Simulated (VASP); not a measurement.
SiC, 2 atoms in the cell. The structure is cubic, space group F-43m (No. 216). Conventional cell: a = 4.356 Å, b = 4.356 Å, c = 4.356 Å, α = 90.00°, β = 90.00°, γ = 90.00°. Within 2.5 Å of Si (site symmetry -43m) lie 4 C at 1.89 Å. C (site symmetry -43m) has 4 Si at 1.89 Å within 2.5 Å. 

- Program: VASP 6.6.1
- Task: single point
- Functional: r2SCAN
- Potentials or basis: VASP PAW PBE potentials, release 64 (Si, C)
- Cutoff: 660 eV
- k mesh: 12 × 12 × 12
- Occupations: tetrahedron
- Spin: no spin polarisation
- Dipole correction: no
- Further INCAR settings: ALGO = Normal; EDIFF = 1e-06; NBANDS = 11

Potentials or basis: VASP PAW PBE potentials, release 64 (Si, C).

Run with:

```sh
$ cat potpaw_PBE.64/Si/POTCAR potpaw_PBE.64/C/POTCAR > POTCAR
$ cp INCAR.step1 INCAR
$ mpirun -np 1 vasp_std > vasp.out
$ cp INCAR.step2 INCAR
$ mpirun -np 1 vasp_std > vasp.out
```

Hardware: 1 thread of Intel(R) Xeon(R) Platinum 8259CL CPU @ 2.50GHz (Skylake/Cascade Lake) (shared host).

**Question.** Estimate the wall time of this run.

**Answer.** Run time: 74 s on 1 thread of Intel(R) Xeon(R) Platinum 8259CL CPU @ 2.50GHz (Skylake/Cascade Lake), with other jobs on the host, peak memory 0.17 GiB. Counts: k points 72.
